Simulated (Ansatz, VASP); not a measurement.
**CsNi2: VASP beside Ansatz**

```
Cs Ni
1.0
    -1.67635    1.67635    6.01995
     1.67635   -1.67635    6.01995
     1.67635    1.67635   -6.01995
Cs Ni
1 2
Direct
  0.00000 0.00000 0.00000
  0.26635 0.26635 0.00000
  0.73365 0.73365 0.00000
```

Alike in both runs: functional PBE; k mesh 20 × 20 × 20; occupations gaussian, width 0.1 eV; no spin polarisation.

Ansatz relaxed the structure, and its values are those at the end. VASP's run is a single point on that final structure, the one shown.

|  | VASP | Ansatz |
| --- | --- | --- |
| version | VASP 6.6.1 | Ansatz 0.2.0 |
| potentials or method | VASP PAW PBE potentials, release 64 (Cs_sv, Ni), cutoff 520 eV | scalar-relativistic, plane waves, PAW |
| valence electrons in the cell | 29 | 45 |

|  | VASP | Ansatz | Ansatz less VASP |
| --- | --- | --- | --- |
| gap on the k mesh at the Fermi level (eV) | none | none | - |
| pressure (GPa) | 0.3 | 0.0 | -0.31 |
| rms of the force components (eV/Å) | 0.011 | 0.003 | -0.0085 |

A gap of «none» marks a metal or a gap that the smearing closes. The functional is the same, so the differences come from potentials, cutoffs and numerics. VASP's potentials hold 29 valence electrons a cell and Ansatz's 45, so a difference there can come from the potentials and not from the codes.

Spin-orbit coupling is off throughout.
